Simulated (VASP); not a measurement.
Here is a VASP 6.6.1 calculation.

Contents of INCAR:

```
ALGO = Normal
EDIFF = 1E-6
EDIFFG = -0.05
ENCUT = 600
GGA = PE
IBRION = 2
ISIF = 3
ISMEAR = 0
LASPH = T
LCHARG = F
LREAL = F
LWAVE = F
NELM = 100
NSW = 100
PREC = Accurate
SIGMA = 0.1
```

The input KPOINTS:

```
k-points
0
Gamma
  6 6 8
```

Contents of POSCAR:

```
WC
1.0
    2.9005014360      0.0000000000      0.0000000000
   -1.4502507180      2.5119079273      0.0000000000
    0.0000000000      0.0000000000      2.8290000000
W C
1 1
Direct
    0.0000000000      0.0000000000      0.0000000000
    0.6666666667      0.3333333333      0.5000000000
```

Potentials or basis: VASP PAW PBE potentials, release 64 (W_sv, C).

The run is started by

```sh
$ cat potpaw_PBE.64/W_sv/POTCAR potpaw_PBE.64/C/POTCAR > POTCAR
$ mpirun -np 1 vasp_std > vasp.out
```

Q: Predict the relaxed cell.

A: a = 2.923 Å, b = 2.923 Å, c = 2.851 Å, α = 90.00°, β = 90.00°, γ = 120.00°.

Q: Estimate the band gap on the k mesh.

A: Zero (band 9 reaches 11.47 eV, above the bottom of band 10 at 10.28 eV).

Stress tensor (GPa, compression positive):
```
 0.59  0.00  0.00
 0.00  0.59  0.00
 0.00  0.00 -0.67
```

Caveat: the k points lie up to 0.41 Å⁻¹ apart in the final cell; spin-orbit coupling is left out, which moves the levels of the heavy elements. PBE usually gives volumes a little too large and moduli too small.
